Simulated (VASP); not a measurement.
Write the native input for VASP 6.6.1 that does the following.

```yaml
Task: single point
Functional: PBE
Potentials_or_basis: VASP PAW PBE potentials, release 64 (Hf_pv, B)
Cutoff: 520 eV
k_mesh: 7 × 7 × 7
Occupations: fermi-dirac, width 0.1 eV
Spin: no spin polarisation
Dipole_correction: no
Further_INCAR_settings: ALGO = Normal; EDIFF = 1e-06; NBANDS = 14
```

The structure of HfB lies in POSCAR:

```
HfB
1.0
    0.0000000000      2.4177749759      2.4177749759
    2.4177749759      0.0000000000      2.4177749759
    2.4177749759      2.4177749759      0.0000000000
Hf B
1 1
Direct
    0.0000000000      0.0000000000      0.0000000000
    0.5000000000      0.5000000000      0.5000000000
```

The input as run:

INCAR

```
ALGO = Normal
EDIFF = 1E-6
ENCUT = 520
GGA = PE
ISIF = 2
ISMEAR = -1
LASPH = T
LCHARG = T
LELF = T
LREAL = F
LVHAR = T
LWAVE = F
NBANDS = 14
NELM = 80
PREC = Accurate
SIGMA = 0.1
```

KPOINTS

```
k-points
0
Gamma
  7 7 7
```

Potentials or basis: VASP PAW PBE potentials, release 64 (Hf_pv, B).

Launch:

```bash
$ cat potpaw_PBE.64/Hf_pv/POTCAR potpaw_PBE.64/B/POTCAR > POTCAR
$ mpirun -np 1 vasp_std > vasp.out
```

It gave:

```yaml
Pressure: 0.3 GPa
```

Wall time 7 s on 1 thread of Intel(R) Xeon(R) Platinum 8488C (Sapphire Rapids) (shared host), peak memory 0.15 GiB.
